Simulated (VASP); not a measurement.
# Ru in VASP: a series of runs, part 2 of 2

VASP 6.6.1. Earlier steps stand in the parts before.

## Step 3: Single point, PBE+D3(BJ)

INCAR

```
PREC = Accurate ; ENCUT = 520
EDIFF = 1E-7 ; ISMEAR = -1
SIGMA = 0.03 ; LREAL = F
LASPH = T ; NELM = 100
ALGO = Normal ; ISIF = 2
LWAVE = F ; LCHARG = T
GGA = PE ; IVDW = 12
LELF = T ; LVHAR = T
NBANDS = 21
```

KPOINTS

```
Automatic mesh
0
Gamma
  21 21 12
```

POSCAR

```
Ru
1.0
    2.7057993342      0.0000000000      0.0000000000
   -1.3528996671      2.3432909610      0.0000000000
    0.0000000000      0.0000000000      4.2819000000
Ru
2
Direct
    0.3333333333      0.6666666667      0.2500000000
    0.6666666667      0.3333333333      0.7500000000
```

Potentials or basis: VASP PAW PBE potentials, release 64 (Ru_pv).

Launch:

```
$ cat potpaw_PBE.64/Ru_pv/POTCAR > POTCAR
$ mpirun -np 1 vasp_std > vasp.out
```

OUTCAR:

```text
PREC = Accurate
   ENCUT = 520
   EDIFF = 1E-7
   ISMEAR = -1
   LREAL = F
   LASPH = T
   NELM = 100
   ISIF = 2
   GGA = PE
   IVDW = 12
 IVDW          = 12

 ion  position               nearest neighbor table
   1  0.333  0.667  0.250-   2 2.65   2 2.65   2 2.65   2 2.65   2 2.65   2 2.65
   2  0.667  0.333  0.750-   1 2.65   1 2.65   1 2.65   1 2.65   1 2.65   1 2.65

  LATTYP: Found a hexagonal cell.
 ALAT       =     2.7057993342
 C/A-ratio  =     1.5824898565

  Lattice vectors:

 A1 = (   2.7057993342,   0.0000000000,   0.0000000000)
 A2 = (  -1.3528996671,   2.3432909610,   0.0000000000)
 A3 = (   0.0000000000,   0.0000000000,   4.2819000000)

Analysis of symmetry for initial positions (statically):
=====================================================================
 Subroutine PRICEL returns:
 Original cell was already a primitive cell.

 Routine SETGRP: Setting up the symmetry group for a
 hexagonal supercell.

 Subroutine GETGRP returns: Found 24 space group operations
 (whereof 12 operations were pure point group operations)
 out of a pool of 24 trial point group operations.

The static configuration has the point symmetry D_3d.
 The point group associated with its full space group is D_6h.

Analysis of symmetry for dynamics (positions and initial velocities):
=====================================================================
 Subroutine PRICEL returns:
 Original cell was already a primitive cell.

 Routine SETGRP: Setting up the symmetry group for a
 hexagonal supercell.

 Subroutine GETGRP returns: Found 24 space group operations
 (whereof 12 operations were pure point group operations)
 out of a pool of 24 trial point group operations.

The dynamic configuration has the point symmetry D_3d.
 The point group associated with its full space group is D_6h.

 Subroutine INISYM returns: Found 24 space group operations
 (whereof 12 operations are pure point group operations),
 and found     1 'primitive' translations

[... 112 lines left out ...]
   IMIX   =      4    mixing-type and parameters
     AMIX     =   0.40;   BMIX     =  1.00
     AMIX_MAG =   1.60;   BMIX_MAG =  1.00
  volume/ion in A,a.u.               =      13.57        91.61
  Fermi-wavevector in a.u.,A,eV,Ry     =   1.654022  3.125649 37.222686  2.735790
  Thomas-Fermi vector in A             =   2.742361
   LORBIT       =      0    0 simple, 1 ext, 2 COOP (PROOUT), +10 PAW based schemes
   GGA     = PE    functional components
   LHFCALC =     F    Hartree Fock is set to
   AEXX    =    0.0000 exact exchange contribution
   IVDW    =    12    specifies the selected vdW correction
   LEPSILON=     F    determine dielectric tensor
   LRPA    =     F    only Hartree local field effects (RPA)
 non-spin polarized calculation
  energy-cutoff  :      520.00
  volume of cell :       27.15
 maximum number of plane-waves:       756
 NGX is ok and might be reduce to    20
   NGX =  9   NGY =  9   NGZ = 15

 number of electron      28.0000008 magnetization

 Free energy of the ion-electron system (eV)
  ---------------------------------------------------
  ext. energy  EPLUGINS =         0.00000000
  ---------------------------------------------------
  free energy    TOTEN  =       -18.46428603 eV

  energy without entropy =      -18.45901120  energy(sigma->0) =      -18.46164862

 E-fermi :  12.8523     XC(G=0): -14.1210

 val. band max:       12.8504869658   @ k =   0.1905   0.0952   0.2500
 cond. band min:      12.8533175442   @ k =   0.2857   0.1905   0.2500
 fundamental gap:      0.0028305784
 Fermi energy:        12.8522589812

 k-point     1 :       0.0000    0.0000    0.0000
  band No.  band energies     occupation
      1     -30.8083      2.00000
      2     -29.8730      2.00000
      3     -29.8730      2.00000
      4     -29.7028      2.00000
      5     -29.7028      2.00000
      6     -29.6645      2.00000
[... 565 lines left out ...]
     20      23.2609      0.00000
     21      23.2688      0.00000

 [... further k-points ...]

------------------------ aborting loop because EDIFF is reached ----------------------------------------

 Edisp (eV)   -1.24839

 E8    (eV) :    -0.5695

  FORCE on cell =-STRESS in cart. coord.  units (eV):
  Direction    XX          YY          ZZ          XY          YZ          ZX
  --------------------------------------------------------------------------------------
  -------------------------------------------------------------------------------------
  Total      -0.49410    -0.49410    -0.67713     0.00000     0.00000    -0.00000
  in kB     -29.15884   -29.15884   -39.96003     0.00000     0.00000    -0.00000
  external pressure =      -32.76 kB  Pullay stress =        0.00 kB

 VOLUME and BASIS-vectors are now :
 -----------------------------------------------------------------------------
  energy-cutoff  :      520.00
  volume of cell :       27.15
      direct lattice vectors                 reciprocal lattice vectors
     2.705799334  0.000000000  0.000000000     0.369576556  0.213375124  0.000000000
    -1.352899667  2.343290961  0.000000000     0.000000000  0.426750249  0.000000000
     0.000000000  0.000000000  4.281900000     0.000000000  0.000000000  0.233541185

 POSITION                                       TOTAL-FORCE (eV/Angst)
 -----------------------------------------------------------------------------------
     -0.00000      1.56219      1.07048         0.000000      0.000000      0.000000
      1.35290      0.78110      3.21143         0.000000     -0.000000      0.000000
 -----------------------------------------------------------------------------------
    total drift:                               -0.000000      0.000000     -0.000000

  FREE ENERGIE OF THE ION-ELECTRON SYSTEM (eV)
  ---------------------------------------------------
  free  energy   TOTEN  =       -19.7126790452 eV

  energy  without entropy=      -19.7074042173  energy(sigma->0) =      -19.71004163
```

OSZICAR:

```text
N       E                     dE             d eps       ncg     rms          rms(c)
DAV:   1     0.288142745171E+03    0.28814E+03   -0.17616E+04 14136   0.149E+03
DAV:   2    -0.139455477901E+02   -0.30209E+03   -0.29268E+03 14537   0.445E+02
DAV:   3    -0.197663673883E+02   -0.58208E+01   -0.57861E+01 16557   0.692E+01
DAV:   4    -0.198097782094E+02   -0.43411E-01   -0.43359E-01 17881   0.572E+00
DAV:   5    -0.198103389780E+02   -0.56077E-03   -0.55698E-03 16021   0.563E-01    0.177E+01
DAV:   6    -0.185480194158E+02    0.12623E+01   -0.28514E+00 16142   0.165E+01    0.479E+00
DAV:   7    -0.184719079593E+02    0.76111E-01   -0.41955E-01 16307   0.482E+00    0.104E+00
DAV:   8    -0.184645486202E+02    0.73593E-02   -0.17019E-02 15342   0.108E+00    0.298E-01
DAV:   9    -0.184642795213E+02    0.26910E-03   -0.67594E-04 16243   0.276E-01    0.340E-02
DAV:  10    -0.184642887850E+02   -0.92637E-05   -0.49454E-05 15935   0.727E-02    0.175E-02
DAV:  11    -0.184642860747E+02    0.27104E-05   -0.86456E-06 15817   0.281E-02    0.139E-03
DAV:  12    -0.184642860308E+02    0.43867E-07   -0.56495E-08 10831   0.245E-03
   1 F= -.19712679E+02 E0= -.19710042E+02  d E =-.527483E-02
```

stdout:

```text
POSCAR found type information on POSCAR Ru
 POSCAR found :  1 types and       2 ions
 scaLAPACK will be used
 LDA part: xc-table for (Slater+PW92), standard interpolation
 POSCAR, INCAR and KPOINTS ok, starting setup
 FFT: planning ... GRIDC
 FFT: planning ... GRID_SOFT
 FFT: planning ... GRID
 WAVECAR not read
 entering main loop
```

It took 81 s on 1 thread of Intel Xeon Platinum 8488C (Sapphire Rapids), shared host; peak memory 0.27 GiB.

Results:

| Quantity | Value |
| --- | --- |
| Free energy | -19.7127 eV |
| Pressure | -3.3 GPa |
| Band gap on the k mesh | zero (band 14 reaches 14.42 eV, above the bottom of band 15 at 11.24 eV) |
| Dispersion energy per atom | -0.624 eV |

Stress tensor (GPa, compression positive):
```
-2.92  0.00  0.00
 0.00 -2.92  0.00
 0.00  0.00 -4.00
```

Levels at points of the mesh, in eV from the Fermi level:
```
           k point  band 10  band 11  band 12  band 13  band 14  band 15  band 16  band 17  band 18  band 19
(0.00, 0.00, 0.00)    -2.60    -2.43    -1.92    -1.92    -1.40    -1.40     1.17     1.17     1.28    10.28
(0.00, 0.00, 0.50)    -2.77    -2.77    -2.77    -2.72    -2.72     0.53     0.53     0.53     0.53    10.41
```

Caveat: pairwise dispersion overbinds metals, which lowers pressure and volume.

## Step 4: Single point, PBE (xy shear strain of -2 %)

INCAR

```
PREC = Accurate ; ENCUT = 520
EDIFF = 1E-7 ; ISMEAR = -1
SIGMA = 0.03 ; LREAL = False
LASPH = True ; NELM = 80
ALGO = Normal ; ISIF = 2
LWAVE = False ; LCHARG = True
GGA = PE ; LELF = True
LVHAR = True ; NBANDS = 21
```

KPOINTS

```
Automatic mesh
0
Gamma
  14 14 8
```

POSCAR

```
Ru
1.0
    2.7057993342     -0.0270579933      0.0000000000
   -1.3763325767      2.3568199577      0.0000000000
    0.0000000000      0.0000000000      4.2819000000
Ru
2
Direct
    0.3333333333      0.6666666667      0.2500000000
    0.6666666667      0.3333333333      0.7500000000
```

Launch:

```
$ cat potpaw_PBE.64/Ru_pv/POTCAR > POTCAR
$ mpirun -np 1 vasp_std > vasp.out
```

Run time: 1.8 min. Hardware: 1 thread of Intel Xeon Platinum 8488C (Sapphire Rapids), shared host; peak memory 0.31 GiB.

It converged, with:

```
Free energy            : -18.4532 eV
Pressure               : 4.6 GPa
Largest force          : 0.088 eV/Å
Band gap on the k mesh : zero (band 14 reaches 14.50 eV, above the bottom of band 15 at 11.28 eV)
```

Forces on the atoms (eV/Å):
```
Ru   0.088 -0.005  0.000
Ru  -0.088  0.005  0.000
```

Stress tensor (GPa, compression positive):
```
5.18 4.01 0.00
4.01 5.15 0.00
0.00 0.00 3.47
```

Levels at points of the mesh, in eV from the Fermi level:
| k point | band 12 | band 13 | band 14 | band 15 | band 16 | band 17 |
| --- | --- | --- | --- | --- | --- | --- |
| (0.00, 0.00, 0.00) | -2.06 | -1.74 | -1.42 | -1.34 | 1.15 | 1.24 |
| (0.50, 0.00, 0.00) | -1.72 | -1.40 | 1.48 | 1.89 | 1.89 | 4.16 |
| (0.00, 0.50, 0.00) | -1.78 | -1.51 | 1.43 | 1.85 | 1.92 | 4.09 |
| (0.50, 0.50, 0.00) | -1.85 | -1.62 | 1.40 | 1.82 | 1.95 | 4.00 |
| (0.00, 0.00, 0.50) | -2.70 | -2.59 | -2.59 | 0.50 | 0.50 | 0.61 |
| (0.50, 0.00, 0.50) | -1.13 | 0.49 | 0.49 | 1.73 | 1.73 | 3.50 |
| (0.00, 0.50, 0.50) | -1.05 | 0.46 | 0.46 | 1.69 | 1.69 | 3.41 |
| (0.50, 0.50, 0.50) | -0.96 | 0.42 | 0.42 | 1.66 | 1.66 | 3.32 |

Caveat: the cell differs from its parent crystal (xy shear strain of -2 %).

## Step 5: Summary

| level | cell | k mesh | gap on the mesh (eV) | pressure (GPa) |
| --- | --- | --- | --- | --- |
| PBE | a = 2.706, b = 2.706, c = 4.282 Å, angles 90.0, 90.0, 120.0°, 2 atoms | 14 × 14 × 8 | none | 4.5 |
| PBE+D3(BJ) | a = 2.706, b = 2.706, c = 4.282 Å, angles 90.0, 90.0, 120.0°, 2 atoms | 21 × 21 × 12 | none | -3.3 |
| PBE | a = 2.706, b = 2.729, c = 4.282 Å, angles 90.0, 90.0, 120.9°, 2 atoms | 14 × 14 × 8 | none | 4.6 |

Alike in all rows: task single point; potentials or basis VASP PAW PBE potentials, release 64 (Ru_pv); no spin polarisation; cutoff (eV) 520; smearing fermi-dirac 0.03 eV.

Caveats: pairwise dispersion overbinds metals, which lowers pressure and volume (some runs).

Total energies depend on the potentials used, so only differences within one code and one set of settings carry meaning.
